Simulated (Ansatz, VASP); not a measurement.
InP in VASP and in Ansatz

The input POSCAR:

```
InP
1.0
    0.0000000000      2.8706770916      2.8706770916
    2.8706770916      0.0000000000      2.8706770916
    2.8706770916      2.8706770916      0.0000000000
In P
1 1
Direct
    0.0000000000      0.0000000000      0.0000000000
    0.7500000000      0.7500000000      0.7500000000
```

The input INCAR.step1:

```
PREC     = Accurate       # precision mode
ENCUT    = 520            # plane-wave cutoff, eV
EDIFF    = 1E-5           # SCF threshold, eV
ISMEAR   = -1             # smearing method
SIGMA    = 0.05           # smearing width, eV
LREAL    = F              # projectors in reciprocal space
LASPH    = T              # aspherical terms in the spheres
NELM     = 100            # most SCF steps
ALGO     = Normal         # electronic algorithm
ISIF     = 2              # what is computed and relaxed
LWAVE    = T              # write WAVECAR
GGA      = PE             # functional
NBANDS   = 16             # bands
```

File INCAR.step2:

```
PREC     = Accurate       # precision mode
ENCUT    = 520            # plane-wave cutoff, eV
EDIFF    = 1E-7           # SCF threshold, eV
ISMEAR   = -1             # smearing method
SIGMA    = 0.05           # smearing width, eV
LREAL    = F              # projectors in reciprocal space
LASPH    = T              # aspherical terms in the spheres
NELM     = 100            # most SCF steps
ALGO     = Normal         # electronic algorithm
ISIF     = 2              # what is computed and relaxed
LWAVE    = F              # write WAVECAR
LCHARG   = T              # write CHGCAR
METAGGA  = R2SCAN         # meta-GGA
LHFCALC  = T              # exact exchange
AEXX     = 0.25           # exact-exchange fraction
LMIXTAU  = T            
PRECFOCK = Normal       
LELF     = T              # ELF
LVHAR    = T            
ISTART   = 1            
NBANDS   = 16             # bands
```

KPOINTS

```
Automatic mesh
0
Gamma
  4 4 4
```

File input.yaml:

```yaml
crystal:
  lattice:
    - [0.0, 2.8706770916, 2.8706770916]
    - [2.8706770916, 0.0, 2.8706770916]
    - [2.8706770916, 2.8706770916, 0.0]
  atoms:
    - { symbol: In, position: [0.0, 0.0, 0.0] }
    - { symbol: P, position: [0.75, 0.75, 0.75] }
hamiltonian:
  xc: r2scan0
  pseudopotentials: { kind: paw }
kpoints:
  mp_grid: { grid: [4, 4, 4] }
scf:
  occupations: { method: fermi_dirac, width: 0.05 }
output:
  forces: true
  stress: true
  eigenvalues: true
```

Alike in both runs: task single point; functional r2SCAN0; k mesh 4 × 4 × 4; occupations fermi-dirac, width 0.05 eV; no spin polarisation.

|  | VASP | Ansatz |
| --- | --- | --- |
| version | VASP 6.6.1 | Ansatz 0.2.0 |
| potentials or method | VASP PAW PBE potentials, release 64 (In_d, P) | Ansatz PAW |
| plane-wave cutoff (eV) | 520 | 500 |
| valence electrons in the cell | 18 | 18 |

|  | VASP | Ansatz | Ansatz less VASP |
| --- | --- | --- | --- |
| gap on the k mesh at the Fermi level (eV) | 2.90 | 2.84 | -0.060 |
| least direct gap on the mesh (eV) | 2.90 | 2.84 | -0.060 |
| pressure (GPa) | 5.9 | 6.2 | +0.27 |

VASP's potentials were made for PBE, not for r2SCAN0.

The k mesh is coarse, so the values compare programs but aren't converged.
